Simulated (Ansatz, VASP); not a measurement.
## Two plane-wave programs on Cd

INCAR

```
PREC = Accurate
ENCUT = 520
EDIFF = 1E-6
ISMEAR = -1
SIGMA = 0.1
LREAL = False
LASPH = True
NELM = 60
ALGO = Normal
ISIF = 2
LWAVE = False
LCHARG = False
GGA = PE
NBANDS = 25
```

KPOINTS

```
regular mesh
0
Gamma
  9 9 13
```

POSCAR

```
Cd
1.0
    4.9310209661      0.0000000000      0.0000000000
   -2.4655104830      4.2703894232      0.0000000000
    0.0000000000      0.0000000000      2.9663512423
Cd
3
Direct
    0.0000000000      0.0000000000      0.0000000000
    0.3333333333      0.6666666667      0.5000000000
    0.6666666667      0.3333333333      0.5000000000
```

Input for Ansatz:

```yaml
crystal:
  lattice:
    - [4.9310209661, 0.0, 0.0]
    - [-2.465510483, 4.2703894232, 0.0]
    - [0.0, 0.0, 2.9663512423]
  atoms:
    - { symbol: Cd, position: [0.0, 0.0, 0.0] }
    - { symbol: Cd, position: [0.3333333333, 0.6666666667, 0.5] }
    - { symbol: Cd, position: [0.6666666667, 0.3333333333, 0.5] }
hamiltonian:
  xc: pbe
  pseudopotentials:
    kind: paw
    azcp:
      Cd: "pseudopotentials/Cd.paw.azcp"
basis:
  ecutwfc: 420
  fft_grid_basis: typed
kpoints:
  mp_grid: { grid: [9, 9, 13], shift: [0, 0, 0] }
magnetization:
  spin_polarized: false
scf:
  occupations: { method: fermi_dirac, width: 0.1 }
output:
  stress: true
```

Alike in both runs: task single point; functional PBE; k mesh 9 × 9 × 13; occupations fermi-dirac, width 0.1 eV; no spin polarisation.

|  | VASP | Ansatz |
| --- | --- | --- |
| version | VASP 6.6.1 | Ansatz 0.2.0 |
| potentials or method | VASP PAW PBE potentials, release 64 (Cd), cutoff 520 eV | plane waves (420 eV) with PAW, scalar-relativistic |
| valence electrons in the cell | 36 | 60 |

```csv
,VASP,Ansatz,Ansatz less VASP
pressure (GPa),7.2,6.8,-0.39
```

VASP's potentials hold 36 valence electrons a cell and Ansatz's 60, so a difference there can come from the potentials and not from the codes.
